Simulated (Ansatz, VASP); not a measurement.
**Two plane-wave programs on Te**

INCAR

```
PREC = Accurate
ENCUT = 520
EDIFF = 1E-7
ISMEAR = -1
SIGMA = 0.1
LREAL = False
LASPH = True
NELM = 60
ALGO = Normal
ISIF = 2
LWAVE = False
LCHARG = False
NBANDS = 9
```

Contents of KPOINTS:

```
Automatic mesh
0
Gamma
  19 19 19
```

Contents of POSCAR:

```
Te
1.0
    0.0000000000      2.3955738918      2.3955738918
    2.3955738918      0.0000000000      2.3955738918
    2.3955738918      2.3955738918      0.0000000000
Te
1
Direct
    0.0000000000      0.0000000000      0.0000000000
```

Input for Ansatz:

```yaml
crystal:
  lattice:
    - [0.0, 2.3955738918, 2.3955738918]
    - [2.3955738918, 0.0, 2.3955738918]
    - [2.3955738918, 2.3955738918, 0.0]
  atoms:
    - { symbol: Te, position: [0.0, 0.0, 0.0] }
hamiltonian:
  xc: lda
  pseudopotentials:
    kind: paw
    azcp:
      Te: "pseudopotentials/Te.paw.azcp"
basis:
  ecutwfc: 420
  fft_grid_basis: typed
kpoints:
  mp_grid: { grid: [19, 19, 19], shift: [0, 0, 0] }
magnetization:
  spin_polarized: false
scf:
  occupations: { method: fermi_dirac, width: 0.1 }
output:
  stress: true
  write_density: true
  write_potential: true
  elf: true
  volumetric_format: npy
```

Alike in both runs: task single point; functional LDA; k mesh 19 × 19 × 19; occupations fermi-dirac, width 0.1 eV; no spin polarisation.

```csv
,VASP,Ansatz
version,VASP 6.6.1,Ansatz 0.2.0
potentials or method,"VASP PAW LDA potentials, release 64 (Te), cutoff 520 eV","plane waves (420 eV) with PAW, scalar-relativistic"
valence electrons in the cell,6,16
```

```csv
,VASP,Ansatz,Ansatz less VASP
pressure (GPa),-2.5,-2.5,-0.01
```

Ansatz warns that its potentials were made for another functional, while VASP's fit it. LDA's correlation is that of Perdew and Zunger in VASP and of Perdew and Wang (1992) in Ansatz. VASP's potentials hold 6 valence electrons a cell and Ansatz's 16, so a difference there can come from the potentials and not from the codes.

Spin-orbit coupling is off throughout.
